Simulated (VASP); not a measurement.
# Li16H (a cell with a defect) in VASP: single point with PBE

Aim: the single point of Li16H (a cell with a defect) with PBE.

Program: VASP 6.6.1. These are calculated values, not measurements. Logs are shortened: lines on timing, memory, paths and dates and some standing lists are left out, and cuts for length are marked.

## (1) The cell of the first run

The cell holds a defect, 17 atoms: a = 6.980 Å, b = 6.980 Å, c = 6.980 Å, α = 90.00°, β = 90.00°, γ = 90.00°.

## (2) Single point, PBE

INCAR

```
SYSTEM = Li16H
PREC     = Accurate       ! precision mode
ENCUT    = 520            ! plane-wave cutoff, eV
EDIFF    = 1E-7           ! SCF threshold, eV
ISMEAR   = 0              ! smearing method
SIGMA    = 0.15           ! smearing width, eV
LREAL    = Auto         
LASPH    = .TRUE.         ! aspherical terms in the spheres
NELM     = 60             ! most SCF steps
ALGO     = Normal         ! electronic algorithm
ISIF     = 2              ! what is computed and relaxed
LWAVE    = .FALSE.        ! write WAVECAR
LCHARG   = .FALSE.        ! write CHGCAR
GGA      = PE             ! functional
NBANDS   = 38             ! bands
```

KPOINTS

```
Automatic mesh
0
G
  3 3 3
  0 0 0
```

POSCAR

```
Li16H
1.0
    6.9800000000      0.0000000000      0.0000000000
    0.0000000000      6.9800000000      0.0000000000
    0.0000000000      0.0000000000      6.9800000000
Li H
16 1
Direct
    0.0072979943      0.0002434097      0.0096160458
    0.4769047278      0.0000608883      0.0411044413
   -0.0112270774      0.5002100287     -0.0150455587
    0.0342648997      0.0005603152      0.4789144699
    0.2503643266      0.2742833811      0.2504488539
    0.5209114613      0.5001511461     -0.0082002865
    0.4757644699      0.0003634670      0.4717385387
    0.7589873926      0.2599720630      0.2565968481
   -0.0069087393      0.5004032951      0.5242720630
    0.2505581662      0.7256435530      0.2499654728
    0.2575310888      0.2542393983      0.7573644699
    0.5104025788      0.5003585960      0.5118707736
    0.7591246418      0.7404060172      0.2565809456
    0.7437787966      0.2226957020      0.7471869628
    0.2574988539      0.7460916905      0.7572035817
    0.7438313754      0.7777823782      0.7471200573
    0.2775593123     -0.0001661891      0.2720081662
```

Potentials or basis: VASP PAW PBE potentials, release 64 (Li_sv, H).

The run is started by

```
$ cat potpaw_PBE.64/Li_sv/POTCAR potpaw_PBE.64/H/POTCAR > POTCAR
$ mpirun -np 1 vasp_std > vasp.out
```

OUTCAR:

```text
SYSTEM = Li16H
   PREC = Accurate
   ENCUT = 520
   EDIFF = 1E-7
   ISMEAR = 0
   LREAL = Auto
   LASPH = .TRUE.
   NELM = 60
   ISIF = 2
   GGA = PE

 ion  position               nearest neighbor table
   1  0.007  0.000  0.010-
   2  0.477  0.000  0.041-
   3  0.989  0.500  0.985-
   4  0.034  0.001  0.479-
   5  0.250  0.274  0.250-
   6  0.521  0.500  0.992-
[... 9 lines left out ...]
  16  0.744  0.778  0.747-
  17  0.278  1.000  0.272-

  LATTYP: Found a simple cubic cell.
 ALAT       =     6.9800000000

  Lattice vectors:

 A1 = (   6.9800000000,   0.0000000000,   0.0000000000)
 A2 = (   0.0000000000,   6.9800000000,   0.0000000000)
 A3 = (   0.0000000000,   0.0000000000,   6.9800000000)

Analysis of symmetry for initial positions (statically):
=====================================================================
 Subroutine PRICEL returns:
 Original cell was already a primitive cell.

 Routine SETGRP: Setting up the symmetry group for a
 simple cubic supercell.

 Subroutine GETGRP returns: Found  1 space group operations
 (whereof  1 operations were pure point group operations)
 out of a pool of 48 trial point group operations.

The static configuration has the point symmetry C_1 .

Analysis of symmetry for dynamics (positions and initial velocities):
=====================================================================
 Subroutine PRICEL returns:
 Original cell was already a primitive cell.

 Routine SETGRP: Setting up the symmetry group for a
 simple cubic supercell.

 Subroutine GETGRP returns: Found  1 space group operations
 (whereof  1 operations were pure point group operations)
 out of a pool of 48 trial point group operations.

The dynamic configuration has the point symmetry C_1 .

 Subroutine INISYM returns: Found  1 space group operations
 (whereof  1 operations are pure point group operations),
 and found     1 'primitive' translations

----------------------------------------------------------------------------------------

                                     Primitive cell

[... 107 lines left out ...]
   ENCUT  =  520.0 eV  38.22 Ry    6.18 a.u.  12.98 12.98 12.98*2*pi/ulx,y,z
   NELM   =     60;   NELMIN=  2; NELMDL= -5     # of ELM steps
   EDIFF  = 0.1E-06   stopping-criterion for ELM
   LREAL  =      T    real-space projection
   EDIFFG = 0.1E-05   stopping-criterion for IOM
   NSW    =      0    number of steps for IOM
   IBRION =     -1    ionic relax: 0-MD 1-quasi-New 2-CG
   NFREE  =      0    steps in history (QN), initial steepest desc. (CG)
   ISIF   =      2    stress and relaxation
   ISYM   =      2    0-nonsym 1-usesym 2-fastsym
   POTIM  = 0.5000    time-step for ionic-motion
   TEBEG  =    0.0;   TEEND  =   0.0 temperature during run
   PSTRESS=    0.0 pullay stress
   NELECT =      49.0000    total number of electrons
   NUPDOWN=      -1.0000    fix difference up-down
   EMIN   =  10.00;   EMAX   =-10.00  energy-range for DOS
   EFERMI =   0.00;   METHOD = LEGACY
   ISMEAR =     0;   SIGMA  =   0.15  broadening in eV -4-tet -1-fermi 0-gaus
   EFERMI_NEDOS =   21; number of points for ismear=-14 and -15
   IALGO  =     38    algorithm
   IMIX   =      4    mixing-type and parameters
     AMIX     =   0.40;   BMIX     =  1.00
     AMIX_MAG =   1.60;   BMIX_MAG =  1.00
  volume/ion in A,a.u.               =      20.00       134.99
  Fermi-wavevector in a.u.,A,eV,Ry     =   0.858258  1.621873 10.022155  0.736608
  Thomas-Fermi vector in A             =   1.975436
   LORBIT       =      0    0 simple, 1 ext, 2 COOP (PROOUT), +10 PAW based schemes
   GGA     = PE    functional components
   LHFCALC =     F    Hartree Fock is set to
   AEXX    =    0.0000 exact exchange contribution
   IVDW    =     0    specifies the selected vdW correction
   LEPSILON=     F    determine dielectric tensor
   LRPA    =     F    only Hartree local field effects (RPA)
 non-spin polarized calculation
 Gauss-broadening in eV      SIGMA  =   0.15
  energy-cutoff  :      520.00
  volume of cell :      340.07
 maximum number of plane-waves:      9180
 NGX is ok and might be reduce to    54
   NGX = 25   NGY = 25   NGZ = 25

 number of electron      48.9999984 magnetization

 Free energy of the ion-electron system (eV)
  ---------------------------------------------------
  ext. energy  EPLUGINS =         0.00000000
  ---------------------------------------------------
  free energy    TOTEN  =       -34.30624272 eV

  energy without entropy =      -34.20115497  energy(sigma->0) =      -34.25369884

 E-fermi :   0.5320     XC(G=0):  -6.9725

 val. band max:        0.5241032262   @ k =   0.3333   0.3333   0.0000
 cond. band min:       0.5386186439   @ k =  -0.3333   0.0000   0.3333
 fundamental gap:      0.0145154177
 Fermi energy:         0.5319679500

 k-point     1 :       0.0000    0.0000    0.0000
  band No.  band energies     occupation
      1     -46.2862      2.00000
      2     -46.2569      2.00000
      3     -46.2125      2.00000
      4     -46.0960      2.00000
      5     -46.0662      2.00000
      6     -46.0648      2.00000
[... 535 lines left out ...]
     35       3.5654      0.00000
     36       3.8901      0.00000
 [bands above 36 left out]

------------------------ aborting loop because EDIFF is reached ----------------------------------------

  FORCE on cell =-STRESS in cart. coord.  units (eV):
  Direction    XX          YY          ZZ          XY          YZ          ZX
  --------------------------------------------------------------------------------------
  -------------------------------------------------------------------------------------
  Total       -2.4179801     -1.4209973     -2.2390812      0.0030408     -0.0072817      0.4901020
  in kB      -11.3919228     -6.6947994    -10.5490695      0.0143264     -0.0343064      2.3090365
  external PRESSURE =      -9.5452639 kB  Pullay stress =       0.0000000 kB

 VOLUME and BASIS-vectors are now :
 -----------------------------------------------------------------------------
  energy-cutoff  :      520.00
  volume of cell :      340.07
      direct lattice vectors                 reciprocal lattice vectors
     6.980000000  0.000000000  0.000000000     0.143266476  0.000000000  0.000000000
     0.000000000  6.980000000  0.000000000     0.000000000  0.143266476  0.000000000
     0.000000000  0.000000000  6.980000000     0.000000000  0.000000000  0.143266476

 POSITION                                       TOTAL-FORCE (eV/Angst)
 -----------------------------------------------------------------------------------
      0.05094      0.00170      0.06712         0.028273     -0.000714      0.019218
      3.32880      0.00043      0.28691         0.002867      0.000546     -0.013917
      6.90163      3.49147      6.87498        -0.005266     -0.000270     -0.003126
      0.23917      0.00391      3.34282         0.010895     -0.004878     -0.005991
      1.74754      1.91450      1.74813        -0.004034      0.010796      0.004892
      3.63596      3.49105      6.92276         0.000844      0.000017      0.000021
[... 9 lines left out ...]
      5.19194      5.42892      5.21490         0.004995      0.002410     -0.003286
      1.93736      6.97884      1.89862        -0.027649      0.004839     -0.024047
 -----------------------------------------------------------------------------------
    total drift:                                0.009646      0.002046      0.002105

  FREE ENERGIE OF THE ION-ELECTRON SYSTEM (eV)
  ---------------------------------------------------
  free  energy   TOTEN  =       -34.3062427151 eV

  energy  without entropy=      -34.2011549714  energy(sigma->0) =      -34.25369884
```

OSZICAR:

```text
N       E                     dE             d eps       ncg     rms          rms(c)
DAV:   1     0.276168492011E+03    0.27617E+03   -0.20848E+04  1072   0.127E+03
DAV:   2     0.386259279621E+02   -0.23754E+03   -0.22256E+03  1096   0.339E+02
DAV:   3    -0.196363610386E+02   -0.58262E+02   -0.56646E+02  1994   0.844E+01
DAV:   4    -0.319855468198E+02   -0.12349E+02   -0.12189E+02  1792   0.645E+01
DAV:   5    -0.348133744932E+02   -0.28278E+01   -0.28266E+01  1924   0.188E+01    0.341E+00
DAV:   6    -0.343862227760E+02    0.42715E+00   -0.10524E+00  1434   0.536E+00    0.150E+00
DAV:   7    -0.342989820923E+02    0.87241E-01   -0.38900E-01  1656   0.191E+00    0.377E-01
DAV:   8    -0.343055075434E+02   -0.65255E-02   -0.70818E-02  1696   0.716E-01    0.205E-01
DAV:   9    -0.343060931444E+02   -0.58560E-03   -0.30443E-03  1656   0.193E-01    0.956E-02
DAV:  10    -0.343062498109E+02   -0.15667E-03   -0.52006E-04  1688   0.803E-02    0.188E-02
DAV:  11    -0.343062466958E+02    0.31151E-05   -0.41183E-05  1688   0.255E-02    0.812E-03
DAV:  12    -0.343062428088E+02    0.38871E-05   -0.34758E-06  1560   0.908E-03    0.204E-03
DAV:  13    -0.343062426191E+02    0.18967E-06   -0.56780E-07  1336   0.391E-03    0.752E-04
DAV:  14    -0.343062427151E+02   -0.96001E-07   -0.99176E-08   824   0.207E-03
   1 F= -.34306243E+02 E0= -.34253699E+02  d E =-.105088E+00
```

stdout:

```text
POSCAR found type information on POSCAR LiH
 POSCAR found :  2 types and      17 ions
 scaLAPACK will be used
 LDA part: xc-table for (Slater+PW92), standard interpolation
 POSCAR, INCAR and KPOINTS ok, starting setup
 FFT: planning ... GRIDC
 FFT: planning ... GRID_SOFT
 FFT: planning ... GRID
 WAVECAR not read
 entering main loop
```

Run time: 7.9 min. Hardware: 1 thread of Oxide Virtual Turin-like, shared host; peak memory 0.38 GiB.

What came out:

- Free energy: -34.3062 eV
- Largest force: 0.037 eV/Å
- Band gap on the k mesh: zero (an odd number of electrons rules out a gap without spin polarisation)

Forces in eV/Å, atoms in the order of the input:
```
Li   0.028 -0.001  0.019
Li   0.003  0.001 -0.014
Li  -0.005  0.000 -0.003
Li   0.011 -0.005 -0.006
Li  -0.004  0.011  0.005
Li   0.001  0.000  0.000
Li   0.004 -0.003  0.014
Li  -0.007 -0.011  0.000
Li  -0.001 -0.003  0.001
Li  -0.006 -0.007  0.009
Li   0.000 -0.001  0.003
Li   0.002 -0.002  0.001
Li  -0.008  0.013  0.000
Li   0.005 -0.003 -0.004
Li  -0.001  0.005  0.003
Li   0.005  0.002 -0.003
H   -0.028  0.005 -0.024
```

Levels at points of the mesh, in eV from the Fermi level:
```csv
k point,band 20,band 21,band 22,band 23,band 24,band 25,band 26,band 27,band 28,band 29
"(0.00, 0.00, 0.00)",-1.17,-1.16,-1.12,-1.06,-0.32,0.24,0.26,0.26,0.27,0.29
```

Caveat: the cutoff is under 1.25 times the usual one of these potentials, so pressure, stress and relaxed cells hold a basis-set (Pulay) error.
